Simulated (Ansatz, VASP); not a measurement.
**Al in VASP and in Ansatz**

File INCAR:

```
SYSTEM = Al
ALGO = Fast
EDIFF = 1E-6
ENCUT = 520
GGA = PE
ISIF = 2
ISMEAR = 0
IVDW = 12
LASPH = .TRUE.
LCHARG = .FALSE.
LREAL = .FALSE.
LWAVE = .FALSE.
NBANDS = 14
NELM = 80
PREC = Accurate
SIGMA = 0.15
```

The input KPOINTS:

```
k-points
0
G
  18 18 4
  0 0 0
```

File POSCAR:

```
Al
1.0
    2.7769904488      0.0000000000      0.0000000000
   -1.3884952244      2.4049442747      0.0000000000
    0.0000000000      0.0000000000      9.2410470711
Al
4
Direct
   -0.2156748145      0.0000000000      0.0000000000
    0.3333333333      0.6666666667      0.2500000000
    0.2156748145      0.0000000000      0.5000000000
    0.6666666667      0.3333333333      0.7500000000
```

Input for Ansatz:

```yaml
crystal:
  lattice:
    - [2.7769904488, 0.0, 0.0]
    - [-1.3884952244, 2.4049442747, 0.0]
    - [0.0, 0.0, 9.2410470711]
  atoms:
    - { symbol: Al, position: [-0.2156748145, 0.0, 0.0] }
    - { symbol: Al, position: [0.3333333333, 0.6666666667, 0.25] }
    - { symbol: Al, position: [0.2156748145, 0.0, 0.5] }
    - { symbol: Al, position: [0.6666666667, 0.3333333333, 0.75] }
basis:
  ecutwfc: 420
kpoints:
  mp_grid: { grid: [18, 18, 4] }
hamiltonian:
  xc: pbe
  pseudopotentials: { kind: paw, azcp: { folder: soft_1 } }
  dispersion: d3bj
scf:
  occupations: { method: gaussian, width: 0.15 }
output:
  forces: true
  stress: true
  eigenvalues: true
```

Change from the starting cell: mode 4 frozen in at -0.607 Å, equal normal strain along x and y -0.0133.

Alike in both runs: task single point; functional PBE; dispersion D3(BJ); k mesh 18 × 18 × 4; occupations gaussian, width 0.15 eV; no spin polarisation.

|  | VASP | Ansatz |
| --- | --- | --- |
| version | VASP 6.6.1 | Ansatz 0.2.0 |
| potentials or method | VASP PAW PBE potentials, release 64 (Al), cutoff 520 eV | scalar-relativistic, plane waves, PAW |
| valence electrons in the cell | 12 | 12 |

|  | VASP | Ansatz | Ansatz less VASP |
| --- | --- | --- | --- |
| gap on the k mesh at the Fermi level (eV) | none | none | - |
| pressure (GPa) | 5.5 | 5.5 | 0.00 |
| traceless stress, the component that is largest in VASP (GPa) | 3.83 | 3.83 | -0.002 |
| rms of the force components (eV/Å) | 0.292 | 0.292 | 0.0000 |

Atom by atom the forces differ by 0.000 eV/Å (rms over components). A gap of «none» marks a metal or a gap that the smearing closes.
